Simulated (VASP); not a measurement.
# SiC (F-43m) in VASP: vibrations by perturbation theory with PBE

Aim: the vibrations by perturbation theory of SiC with PBE.

Program: VASP 6.6.1. These are calculated values, not measurements. Logs are shortened: lines on timing, memory, paths and dates and some standing lists are left out, and cuts for length are marked.

**1. The cell of the first run**

Symmetry: F-43m, No. 216, cubic system. Conventional cell: a = 4.380 Å, b = 4.380 Å, c = 4.380 Å, α = 90.00°, β = 90.00°, γ = 90.00°. Within 2.5 Å of Si (site symmetry -43m) lie 4 C at 1.90 Å. Within 2.5 Å of C (site symmetry -43m) lie 4 Si at 1.90 Å.

**2. Vibrations by perturbation theory, PBE**

The input, INCAR:

```
ALGO = Normal
EDIFF = 1E-8
ENCUT = 520
GGA = PE
IBRION = 8
ISIF = 2
ISMEAR = 0
LASPH = T
LCHARG = F
LEPSILON = T
LREAL = F
LWAVE = F
NBANDS = 11
NELM = 80
NSW = 1
PREC = Accurate
SIGMA = 0.01
```

The input, KPOINTS:

```
k-points
0
Gamma
  8 8 8
```

The input, POSCAR:

```
SiC
1.0
    0.0000000000      2.1898629705      2.1898629705
    2.1898629705      0.0000000000      2.1898629705
    2.1898629705      2.1898629705      0.0000000000
Si C
1 1
Direct
    0.2500000000      0.2500000000      0.2500000000
    0.0000000000      0.0000000000      0.0000000000
```

Potentials or basis: VASP PAW PBE potentials, release 64 (Si, C).

On the command line:

```bash
$ cat potpaw_PBE.64/Si/POTCAR potpaw_PBE.64/C/POTCAR > POTCAR
$ mpirun -np 1 vasp_std > vasp.out
```

OUTCAR:

```text
EDIFF = 1E-8
   ENCUT = 520
   GGA = PE
   IBRION = 8
   ISIF = 2
   ISMEAR = 0
   LASPH = T
   LEPSILON = T
   LREAL = F
   NELM = 80
   NSW = 1
   PREC = Accurate

 ion  position               nearest neighbor table
   1  0.250  0.250  0.250-   2 1.90   2 1.90   2 1.90   2 1.90
   2  0.000  0.000  0.000-   1 1.90   1 1.90   1 1.90   1 1.90

  LATTYP: Found a face centered cubic cell.
 ALAT       =     4.3797259410

  Lattice vectors:

 A1 = (   0.0000000000,   2.1898629705,   2.1898629705)
 A2 = (   2.1898629705,   0.0000000000,   2.1898629705)
 A3 = (   2.1898629705,   2.1898629705,   0.0000000000)

Analysis of symmetry for initial positions (statically):
=====================================================================
 Subroutine PRICEL returns:
 Original cell was already a primitive cell.

 Routine SETGRP: Setting up the symmetry group for a
 face centered cubic supercell.

 Subroutine GETGRP returns: Found 24 space group operations
 (whereof 24 operations were pure point group operations)
 out of a pool of 48 trial point group operations.

The static configuration has the point symmetry T_d .

Analysis of symmetry for dynamics (positions and initial velocities):
=====================================================================
 Subroutine PRICEL returns:
 Original cell was already a primitive cell.

 Routine SETGRP: Setting up the symmetry group for a
 face centered cubic supercell.

 Subroutine GETGRP returns: Found 24 space group operations
 (whereof 24 operations were pure point group operations)
 out of a pool of 48 trial point group operations.

The dynamic configuration has the point symmetry T_d .

 Subroutine INISYM returns: Found 24 space group operations
 (whereof 24 operations are pure point group operations),
 and found     1 'primitive' translations

----------------------------------------------------------------------------------------
[... 567 lines left out ...]
     0.00000  7.47910  0.00088

 MACROSCOPIC STATIC DIELECTRIC TENSOR (including local field effects in DFT)
 ------------------------------------------------------
           7.151523    -0.000000    -0.000000
           0.000000     7.151523    -0.000000
           0.000000    -0.000000     7.151523
 ------------------------------------------------------

 PIEZOELECTRIC TENSOR (including local field effects)  for field in x, y, z        (e  Angst)
          XX          YY          ZZ          XY          YZ          ZX
  --------------------------------------------------------------------------------
  x     0.00000     0.00000     0.00000     0.00000     1.29368     0.00000
  y     0.00000     0.00000    -0.00000     0.00000     0.00000     1.29368
  z     0.00000     0.00000     0.00000     1.29368     0.00000     0.00000

 PIEZOELECTRIC TENSOR (including local field effects)  for field in x, y, z        (C/m^2)
          XX          YY          ZZ          XY          YZ          ZX
  --------------------------------------------------------------------------------
  x     0.00000     0.00000     0.00000     0.00000     0.98686     0.00000
  y     0.00000     0.00000    -0.00000     0.00000     0.00000     0.98686
  z     0.00000     0.00000     0.00000     0.98686     0.00000     0.00000

 BORN EFFECTIVE CHARGES (including local field effects) (in |e|, cummulative output)
 ---------------------------------------------------------------------------------
 ion    1
    1     2.69148     0.00000     0.00000
    2     0.00000     2.69148     0.00000
    3     0.00000     0.00000     2.69148
 ion    2
    1    -2.69148     0.00000     0.00000
    2     0.00000    -2.69148     0.00000
    3     0.00000     0.00000    -2.69148

 INTERNAL STRAIN TENSOR FOR ION    2 for displacements in x,y,z  (eV/Angst):
          X           Y           Z          XY          YZ          ZX
  --------------------------------------------------------------------------------
  x     0.00000     0.00000     0.00000     0.00000     7.47910     0.00000
  y     0.00000     0.00000     0.00000     0.00000     0.00000     7.47910
  z     0.00000     0.00000     0.00000     7.47910     0.00000     0.00000

 SECOND DERIVATIVES (NOT SYMMETRIZED)
 ------------------------------------
               1X          1Y          1Z          2X          2Y          2Z
  1X   -18.574782    0.000000    0.000000   18.574782    0.000000    0.000000
  1Y     0.000000  -18.574782    0.000000    0.000000   18.574782    0.000000
  1Z     0.000000    0.000000  -18.574782    0.000000    0.000000   18.574782
  2X    18.577223    0.000000    0.000000  -18.577223    0.000000    0.000000
  2Y     0.000000   18.577223    0.000000    0.000000  -18.577223    0.000000
  2Z     0.000000    0.000000   18.577223    0.000000    0.000000  -18.577223

 Eigenvectors and eigenvalues of the dynamical matrix
 ----------------------------------------------------

   1 f  =   23.230379 THz   145.960777 2PiTHz  774.882042 cm-1    96.073086 meV
             X         Y         Z           dx          dy          dz
      1.094931  1.094931  1.094931     0.000000    0.547292    0.000000
      0.000000  0.000000  0.000000     0.000000   -0.836942    0.000000
[... 21 lines left out ...]
   6 f/i=    0.000699 THz     0.004393 2PiTHz    0.023321 cm-1     0.002891 meV
             X         Y         Z           dx          dy          dz
      1.094931  1.094931  1.094931     0.000000    0.000000    0.836942
      0.000000  0.000000  0.000000     0.000000    0.000000    0.547292

--------------------------------------------------------------------------------------------------------

 MACROSCOPIC STATIC DIELECTRIC TENSOR IONIC CONTRIBUTION
 ------------------------------------------------------
           3.359820     0.000000     0.000000
           0.000000     3.359820     0.000000
           0.000000     0.000000     3.359820
 ------------------------------------------------------

 ELASTIC MODULI CONTR FROM IONIC RELAXATION (kBar)
 Direction    XX          YY          ZZ          XY          YZ          ZX
 --------------------------------------------------------------------------------
 XX          -0.0000     -0.0000     -0.0000     -0.0000      0.0000      0.0000
 YY          -0.0000     -0.0000     -0.0000     -0.0000     -0.0000      0.0000
 ZZ          -0.0000     -0.0000     -0.0000      0.0000     -0.0000      0.0000
 XY          -0.0000     -0.0000      0.0000   -208.3224      0.0000      0.0000
 YZ           0.0000     -0.0000     -0.0000      0.0000   -208.3224      0.0000
 ZX           0.0000      0.0000      0.0000      0.0000      0.0000   -208.3224
 --------------------------------------------------------------------------------

 PIEZOELECTRIC TENSOR IONIC CONTR  for field in x, y, z        (C/m^2)
          XX          YY          ZZ          XY          YZ          ZX
  --------------------------------------------------------------------------------
  x     0.00000    -0.00000    -0.00000     0.00000    -0.78722     0.00000
  y     0.00000     0.00000     0.00000     0.00000     0.00000    -0.78722
  z    -0.00000    -0.00000     0.00000    -0.78722     0.00000     0.00000
```

stdout:

```text
POSCAR found type information on POSCAR SiC
 POSCAR found :  2 types and       2 ions
 scaLAPACK will be used
 LDA part: xc-table for (Slater+PW92), standard interpolation
 POSCAR, INCAR and KPOINTS ok, starting setup
 FFT: planning ... GRIDC
 FFT: planning ... GRID_SOFT
 FFT: planning ... GRID
 WAVECAR not read
 entering main loop
[... 23 lines left out ...]
  Direction:   3
 dielectric tensor                  component  3 :     1.292     1.558     7.152
 Linear response DOF=           2
 Linear response progress:
 first order change of Fermi-energy   0.27767E-02
 force on displaced ion       1 direction 1 : -18.575   0.000   0.000
 Born effective charge ion    1 direction 1 :   2.672   0.000   0.000
 Linear response progress:
 first order change of Fermi-energy  -0.28278E-02
 force on displaced ion       2 direction 1 : -18.577  -0.000  -0.000
 Born effective charge ion    2 direction 1 :  -2.710   0.000   0.000
 Born effective charges drift removed
 Linear response finished
```

Run time: 1.9 min. Hardware: 1 thread of AMD EPYC 7R13 (Zen 3), shared host; peak memory 0.15 GiB.

What came out:

```
Electronic dielectric tensor (diagonal)                 : 7.15
Born charges (mean of the diagonal)                     : Si +2.69; C -2.69 e
Highest phonon frequency at Γ, LO-TO splitting left out : 775 cm⁻¹
```

Phonon frequencies in cm⁻¹ (negative: imaginary):
```csv
q point,frequencies
"(0.000, 0.000, 0.000)",0 0 0 775 775 775
```

Electronic dielectric tensor:
```
7.15 0.00 0.00
0.00 7.15 0.00
0.00 0.00 7.15
```

Born effective charge tensors (e):
atom 1, Si
```
2.69 0.00 0.00
0.00 2.69 0.00
0.00 0.00 2.69
```
atom 2, C
```
-2.69  0.00  0.00
 0.00 -2.69  0.00
 0.00  0.00 -2.69
```
